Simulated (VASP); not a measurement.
The system is NbGaSe3.

```
Nb Ga Se
1.0
     4.60449    0.00000    0.00000
     0.00000    4.60449    0.00000
     0.00000    0.00000    4.60449
Nb Ga Se
1 1 3
Direct
  0.00000 0.00000 0.00000
  0.50000 0.50000 0.50000
  0.00000 0.50000 0.50000
  0.50000 0.00000 0.50000
  0.50000 0.50000 0.00000
```

The cell was generated, and may not be a known phase.

```yaml
Program: VASP 6.6.1
Task: relaxation of cell and atoms
Functional: PBE
Potentials_or_basis: VASP PAW PBE potentials, release 64 (Nb_sv, Ga_d, Se)
Cutoff: 600 eV
k_mesh: 4 × 4 × 4
Occupations: gaussian, width 0.1 eV
Spin: collinear spin
Starting_moments: "[2.53, 0.03, -0.18, -0.18, -0.18] μB"
```

At the start: pressure 16.2 GPa; volume 19.52 Å³/atom.

Task: Where does the relaxation end?

Result: Over 4 steps the energy falls by 159.9 meV/atom and the volume is 23.19 Å³/atom (+18.8 %); space group Pm-3m (No. 221, to 0.1 Å) before and after; moment 2.00 μB per cell.

Step by step:
| step | energy change (eV) | largest force (eV/Å) | pressure (GPa) | volume (Å³) |
| --- | --- | --- | --- | --- |
| 1 | 0.0000 | 0.0000 | 16.22 | 97.62 |
| 2 | -0.0120 | 0.0000 | -6.57 | 128.30 |
| 3 | -0.7331 | 0.0000 | 3.74 | 110.19 |
| 4 | -0.7996 | 0.0000 | 0.14 | 115.94 |

Final structure:
```
Nb Ga Se
1.0
     4.87614    0.00000    0.00000
     0.00000    4.87614    0.00000
     0.00000    0.00000    4.87614
Nb Ga Se
1 1 3
Direct
  0.00000 0.00000 0.00000
  0.50000 0.50000 0.50000
  0.00000 0.50000 0.50000
  0.50000 0.00000 0.50000
  0.50000 0.50000 0.00000
```

Caveat: the volume moved by over 15 % at a fixed basis, so the end points are rough; the highest band is partly filled, so the run has too few bands.
